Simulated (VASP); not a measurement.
# Cu (Im-3m) in VASP: further runs

Runs on Cu. Level: PBEsol. Tasks: single point.

All numbers are computed with VASP 6.6.1; they aren't measurements. Logs are shortened: lines on timing, memory, paths and dates and some standing lists are left out, and cuts for length are marked.

### Step 1. The cell of the first run

Symmetry: Im-3m, No. 229, cubic system. The conventional cell has a = 2.712 Å, b = 2.712 Å, c = 2.712 Å, α = 90.00°, β = 90.00°, γ = 90.00°. Within 3.1 Å of Cu (site symmetry m-3m) lie 14 Cu at 2.35 to 2.71 Å.

### Step 2. Single point, PBEsol

Contents of INCAR:

```
SYSTEM = Cu
PREC = Accurate
ENCUT = 520
EDIFF = 1E-7
ISMEAR = -1
SIGMA = 0.05
LREAL = .FALSE.
LASPH = .TRUE.
NELM = 80
ALGO = Normal
ISIF = 2
LWAVE = .FALSE.
LCHARG = .FALSE.
GGA = PS
NBANDS = 12
```

Contents of KPOINTS:

```
regular mesh
0
G
  21 21 21
  0 0 0
```

Contents of POSCAR:

```
Cu
1.0
    1.3557580573      1.3557580573      1.3557580573
   -1.3557580573      1.3557580573      1.3557580573
   -1.3557580573     -1.3557580573      1.3557580573
Cu
1
Direct
    0.0000000000      0.0000000000      0.0000000000
```

Potentials or basis: VASP PAW PBE potentials, release 64 (Cu).

Launch:

```bash
> cat potpaw_PBE.64/Cu/POTCAR > POTCAR
> mpirun -np 1 vasp_std > vasp.out
```

OUTCAR:

```text
SYSTEM = Cu
   PREC = Accurate
   ENCUT = 520
   EDIFF = 1E-7
   ISMEAR = -1
   LREAL = .FALSE.
   LASPH = .TRUE.
   NELM = 80
   ISIF = 2
   GGA = PS

 ion  position               nearest neighbor table
   1  0.000  0.000  0.000-

  LATTYP: Found a body centered cubic cell.
 ALAT       =     2.7115161146

  Lattice vectors:

 A1 = (   1.3557580573,  -1.3557580573,  -1.3557580573)
 A2 = (   1.3557580573,   1.3557580573,   1.3557580573)
 A3 = (  -1.3557580573,  -1.3557580573,   1.3557580573)

Analysis of symmetry for initial positions (statically):
=====================================================================
 Subroutine PRICEL returns:
 Original cell was already a primitive cell.

 Routine SETGRP: Setting up the symmetry group for a
 body centered cubic supercell.

 Subroutine GETGRP returns: Found 48 space group operations
 (whereof 48 operations were pure point group operations)
 out of a pool of 48 trial point group operations.

The static configuration has the point symmetry O_h .

Analysis of symmetry for dynamics (positions and initial velocities):
=====================================================================
 Subroutine PRICEL returns:
 Original cell was already a primitive cell.

 Routine SETGRP: Setting up the symmetry group for a
 body centered cubic supercell.

 Subroutine GETGRP returns: Found 48 space group operations
 (whereof 48 operations were pure point group operations)
 out of a pool of 48 trial point group operations.

The dynamic configuration has the point symmetry O_h .

 Subroutine INISYM returns: Found 48 space group operations
 (whereof 48 operations are pure point group operations),
 and found     1 'primitive' translations

----------------------------------------------------------------------------------------

                                     Primitive cell

  volume of cell :       9.9680

  direct lattice vectors                    reciprocal lattice vectors
     1.355758057  1.355758057  1.355758057     0.368797366  0.000000000  0.368797366
    -1.355758057  1.355758057  1.355758057    -0.368797366  0.368797366  0.000000000
    -1.355758057 -1.355758057  1.355758057     0.000000000 -0.368797366  0.368797366

  length of vectors
     2.348241838  2.348241838  2.348241838     0.521558236  0.521558236  0.521558236

  position of ions in fractional coordinates (direct lattice)
     0.000000000  0.000000000  0.000000000

  ion indices of the primitive-cell ions
   primitive index   ion index
[... 80 lines left out ...]
   ISYM   =      2    0-nonsym 1-usesym 2-fastsym
   POTIM  = 0.5000    time-step for ionic-motion
   TEBEG  =    0.0;   TEEND  =   0.0 temperature during run
   PSTRESS=    0.0 pullay stress
   NELECT =      11.0000    total number of electrons
   NUPDOWN=      -1.0000    fix difference up-down
   EMIN   =  10.00;   EMAX   =-10.00  energy-range for DOS
   EFERMI =   0.00;   METHOD = LEGACY
   ISMEAR =    -1;   SIGMA  =   0.05  broadening in eV -4-tet -1-fermi 0-gaus
   EFERMI_NEDOS =   21; number of points for ismear=-14 and -15
   IALGO  =     38    algorithm
   IMIX   =      4    mixing-type and parameters
     AMIX     =   0.40;   BMIX     =  1.00
     AMIX_MAG =   1.60;   BMIX_MAG =  1.00
  volume/ion in A,a.u.               =       9.97        67.27
  Fermi-wavevector in a.u.,A,eV,Ry     =   1.691753  3.196949 38.940242  2.862027
  Thomas-Fermi vector in A             =   2.773463
   LORBIT       =      0    0 simple, 1 ext, 2 COOP (PROOUT), +10 PAW based schemes
   GGA     = PS    functional components
   LHFCALC =     F    Hartree Fock is set to
   AEXX    =    0.0000 exact exchange contribution
   IVDW    =     0    specifies the selected vdW correction
   LEPSILON=     F    determine dielectric tensor
   LRPA    =     F    only Hartree local field effects (RPA)
 non-spin polarized calculation
  energy-cutoff  :      520.00
  volume of cell :        9.97
 maximum number of plane-waves:       276
 NGX is ok and might be reduce to    18
   NGX =  9   NGY =  9   NGZ =  9

 number of electron      10.9999980 magnetization

 Free energy of the ion-electron system (eV)
  ---------------------------------------------------
  ext. energy  EPLUGINS =         0.00000000
  ---------------------------------------------------
  free energy    TOTEN  =        -4.15112345 eV

  energy without entropy =       -4.14894413  energy(sigma->0) =       -4.15003379

 E-fermi :   9.7097     XC(G=0): -13.9308

 val. band max:        9.6680552760   @ k =  -0.4762   0.0952   0.0476
 cond. band min:       9.7672813218   @ k =   0.4286   0.1905   0.1429
 fundamental gap:      0.0992260458
 Fermi energy:         9.7097237722

 k-point     1 :       0.0000    0.0000    0.0000
  band No.  band energies     occupation
      1      -1.0640      2.00000
      2       6.0024      2.00000
      3       6.0024      2.00000
      4       6.0024      2.00000
      5       7.3108      2.00000
      6       7.3108      2.00000
      7      36.3772      0.00000
      8      36.3772      0.00000
      9      36.3772      0.00000
     10      41.3563      0.00000
     11      41.3563      0.00000
     12      42.3657      0.00000
[... 331 lines left out ...]
 k-point    24 :       0.2857    0.0952    0.0000
  band No.  band energies     occupation
      1       1.4861      2.00000
      2       5.5695      2.00000
      3       5.7485      2.00000
      4       7.0420      2.00000
      5       7.1525      2.00000
      6       7.4222      2.00000
      7      25.6364      0.00000
      8      29.0282      0.00000
      9      32.6146      0.00000
     10      35.9077      0.00000
     11      39.8653      0.00000
     12      40.9022      0.00000

 [... further k-points ...]

------------------------ aborting loop because EDIFF is reached ----------------------------------------

  FORCE on cell =-STRESS in cart. coord.  units (eV):
  Direction    XX          YY          ZZ          XY          YZ          ZX
  --------------------------------------------------------------------------------------
  -------------------------------------------------------------------------------------
  Total        1.9149696      1.9149696      1.9149696     -0.0000000     -0.0000000      0.0000000
  in kB      307.7980723    307.7980723    307.7980723     -0.0000000     -0.0000000      0.0000000
  external PRESSURE =     307.7980723 kB  Pullay stress =       0.0000000 kB

 VOLUME and BASIS-vectors are now :
 -----------------------------------------------------------------------------
  energy-cutoff  :      520.00
  volume of cell :        9.97
      direct lattice vectors                 reciprocal lattice vectors
     1.355758057  1.355758057  1.355758057     0.368797366  0.000000000  0.368797366
    -1.355758057  1.355758057  1.355758057    -0.368797366  0.368797366  0.000000000
    -1.355758057 -1.355758057  1.355758057     0.000000000 -0.368797366  0.368797366

 POSITION                                       TOTAL-FORCE (eV/Angst)
 -----------------------------------------------------------------------------------
      0.00000      0.00000      0.00000        -0.000000     -0.000000      0.000000
 -----------------------------------------------------------------------------------
    total drift:                                0.000000      0.000000      0.000000

  FREE ENERGIE OF THE ION-ELECTRON SYSTEM (eV)
  ---------------------------------------------------
  free  energy   TOTEN  =        -4.1511234510 eV

  energy  without entropy=       -4.1489441314  energy(sigma->0) =       -4.15003379
```

stdout:

```text
POSCAR found type information on POSCAR Cu
 POSCAR found :  1 types and       1 ions
 scaLAPACK will be used
 -----------------------------------------------------------------------------
|                                                                             |
|                                                                             |
|     You enforced a specific xc type in the INCAR file but a different       |
|     I HOPE YOU KNOW WHAT YOU ARE DOING!                                     |
|                                                                             |
 -----------------------------------------------------------------------------

 LDA part: xc-table for (Slater+PW92), standard interpolation
 POSCAR, INCAR and KPOINTS ok, starting setup
 FFT: planning ... GRIDC
 FFT: planning ... GRID_SOFT
 FFT: planning ... GRID
 WAVECAR not read
 entering main loop
```

It took 36 s on 1 thread of Intel Xeon 8259CL, shared host; peak memory 0.14 GiB.

What came out:

```yaml
Free_energy: -4.1511 eV
Pressure: 30.8 GPa
```

Levels at points of the mesh, in eV from the Fermi level:
```tsv
k point	band 4	band 5	band 6	band 7	band 8	band 9
(0.00, 0.00, 0.00)	-3.71	-2.40	-2.40	26.67	26.67	26.67
```

Caveat: the PAW data sets were made with another functional, which shifts forces and pressure a little.

### Step 3. Single point, PBEsol

This run uses another cell than the first one, of 10.33 Å³/atom, 1.036 times its volume.

Contents of INCAR:

```
SYSTEM = Cu
PREC = Accurate
ENCUT = 520
EDIFF = 1E-6
ISMEAR = -1
SIGMA = 0.05
LREAL = .FALSE.
LASPH = .TRUE.
NELM = 60
ALGO = Normal
ISIF = 2
LWAVE = .FALSE.
LCHARG = .TRUE.
GGA = PS
LELF = .TRUE.
LVHAR = .TRUE.
NBANDS = 12
```

KPOINTS is that of step 2.

Contents of POSCAR:

```
Cu
1.0
    1.3719184386      1.3719184386      1.3719184386
   -1.3719184386      1.3719184386      1.3719184386
   -1.3719184386     -1.3719184386      1.3719184386
Cu
1
Direct
    0.0000000000      0.0000000000      0.0000000000
```

Potentials or basis: VASP PAW PBE potentials, release 64 (Cu).

Launch:

```bash
> cat potpaw_PBE.64/Cu/POTCAR > POTCAR
> mpirun -np 1 vasp_std > vasp.out
```

OUTCAR:

```text
SYSTEM = Cu
   PREC = Accurate
   ENCUT = 520
   EDIFF = 1E-6
   ISMEAR = -1
   LREAL = .FALSE.
   LASPH = .TRUE.
   NELM = 60
   ISIF = 2
   GGA = PS

 ion  position               nearest neighbor table
   1  0.000  0.000  0.000-

  LATTYP: Found a body centered cubic cell.
 ALAT       =     2.7438368772

  Lattice vectors:

 A1 = (   1.3719184386,  -1.3719184386,  -1.3719184386)
 A2 = (   1.3719184386,   1.3719184386,   1.3719184386)
 A3 = (  -1.3719184386,  -1.3719184386,   1.3719184386)

Analysis of symmetry for initial positions (statically):
=====================================================================
 Subroutine PRICEL returns:
 Original cell was already a primitive cell.

 Routine SETGRP: Setting up the symmetry group for a
 body centered cubic supercell.

 Subroutine GETGRP returns: Found 48 space group operations
 (whereof 48 operations were pure point group operations)
 out of a pool of 48 trial point group operations.

The static configuration has the point symmetry O_h .

Analysis of symmetry for dynamics (positions and initial velocities):
=====================================================================
 Subroutine PRICEL returns:
 Original cell was already a primitive cell.

 Routine SETGRP: Setting up the symmetry group for a
 body centered cubic supercell.

 Subroutine GETGRP returns: Found 48 space group operations
 (whereof 48 operations were pure point group operations)
 out of a pool of 48 trial point group operations.

The dynamic configuration has the point symmetry O_h .

 Subroutine INISYM returns: Found 48 space group operations
 (whereof 48 operations are pure point group operations),
 and found     1 'primitive' translations

----------------------------------------------------------------------------------------

                                     Primitive cell

  volume of cell :      10.3287

[... 112 lines left out ...]
   LHFCALC =     F    Hartree Fock is set to
   AEXX    =    0.0000 exact exchange contribution
   IVDW    =     0    specifies the selected vdW correction
   LEPSILON=     F    determine dielectric tensor
   LRPA    =     F    only Hartree local field effects (RPA)
 non-spin polarized calculation
  energy-cutoff  :      520.00
  volume of cell :       10.33
 maximum number of plane-waves:       321
 NGX is ok and might be reduce to    18
   NGX =  9   NGY =  9   NGZ =  9

 number of electron      11.0000003 magnetization

 Free energy of the ion-electron system (eV)
  ---------------------------------------------------
  ext. energy  EPLUGINS =         0.00000000
  ---------------------------------------------------
  free energy    TOTEN  =        -4.20909572 eV

  energy without entropy =       -4.20686603  energy(sigma->0) =       -4.20798087

 E-fermi :   9.1899     XC(G=0): -13.7110

 val. band max:        9.1877566255   @ k =  -0.4762   0.0952   0.0476
 cond. band min:       9.2308134260   @ k =   0.4286   0.2381   0.1429
 fundamental gap:      0.0430568005
 Fermi energy:         9.1898993622

 k-point     1 :       0.0000    0.0000    0.0000
  band No.  band energies     occupation
      1      -1.2777      2.00000
      2       5.6221      2.00000
      3       5.6221      2.00000
      4       5.6221      2.00000
      5       6.8647      2.00000
      6       6.8647      2.00000
      7      35.5207      0.00000
      8      35.5207      0.00000
      9      35.5207      0.00000
     10      40.2530      0.00000
     11      40.2530      0.00000
     12      40.9046      0.00000
[... 331 lines left out ...]
 k-point    24 :       0.2857    0.0952    0.0000
  band No.  band energies     occupation
      1       1.2145      2.00000
      2       5.2138      2.00000
      3       5.3852      2.00000
      4       6.6108      2.00000
      5       6.7137      2.00000
      6       6.9692      2.00000
      7      24.7705      0.00000
      8      28.1082      0.00000
      9      31.5487      0.00000
     10      34.9359      0.00000
     11      38.6926      0.00000
     12      39.7120      0.00000

 [... further k-points ...]

------------------------ aborting loop because EDIFF is reached ----------------------------------------

  FORCE on cell =-STRESS in cart. coord.  units (eV):
  Direction    XX          YY          ZZ          XY          YZ          ZX
  --------------------------------------------------------------------------------------
  -------------------------------------------------------------------------------------
  Total        1.3407509      1.3407509      1.3407509     -0.0000000     -0.0000000     -0.0000000
  in kB      207.9762835    207.9762835    207.9762835     -0.0000000     -0.0000000     -0.0000000
  external PRESSURE =     207.9762835 kB  Pullay stress =       0.0000000 kB

 VOLUME and BASIS-vectors are now :
 -----------------------------------------------------------------------------
  energy-cutoff  :      520.00
  volume of cell :       10.33
      direct lattice vectors                 reciprocal lattice vectors
     1.371918439  1.371918439  1.371918439     0.364453153  0.000000000  0.364453153
    -1.371918439  1.371918439  1.371918439    -0.364453153  0.364453153  0.000000000
    -1.371918439 -1.371918439  1.371918439     0.000000000 -0.364453153  0.364453153

 POSITION                                       TOTAL-FORCE (eV/Angst)
 -----------------------------------------------------------------------------------
      0.00000      0.00000      0.00000        -0.000000     -0.000000     -0.000000
 -----------------------------------------------------------------------------------
    total drift:                                0.000000     -0.000000      0.000000

  FREE ENERGIE OF THE ION-ELECTRON SYSTEM (eV)
  ---------------------------------------------------
  free  energy   TOTEN  =        -4.2090957201 eV

  energy  without entropy=       -4.2068660285  energy(sigma->0) =       -4.20798087
```

stdout:

```text
POSCAR found type information on POSCAR Cu
 POSCAR found :  1 types and       1 ions
 scaLAPACK will be used
 -----------------------------------------------------------------------------
|                                                                             |
|                                                                             |
|     You enforced a specific xc type in the INCAR file but a different       |
|     I HOPE YOU KNOW WHAT YOU ARE DOING!                                     |
|                                                                             |
 -----------------------------------------------------------------------------

 LDA part: xc-table for (Slater+PW92), standard interpolation
 POSCAR, INCAR and KPOINTS ok, starting setup
 FFT: planning ... GRIDC
 FFT: planning ... GRID_SOFT
 FFT: planning ... GRID
 WAVECAR not read
 entering main loop
```

It took 39 s on 1 thread of Intel Xeon 8259CL, shared host; peak memory 0.15 GiB.

Results:

```yaml
Free_energy: -4.2091 eV
Pressure: 20.8 GPa
```

Levels at points of the mesh, in eV from the Fermi level:
```csv
k point,band 3,band 4,band 5,band 6,band 7,band 8,band 9,band 10
"(0.00, 0.00, 0.00)",-3.57,-3.57,-2.33,-2.33,26.33,26.33,26.33,31.06
```

Caveat: the PAW data sets were made with another functional, which shifts forces and pressure a little.
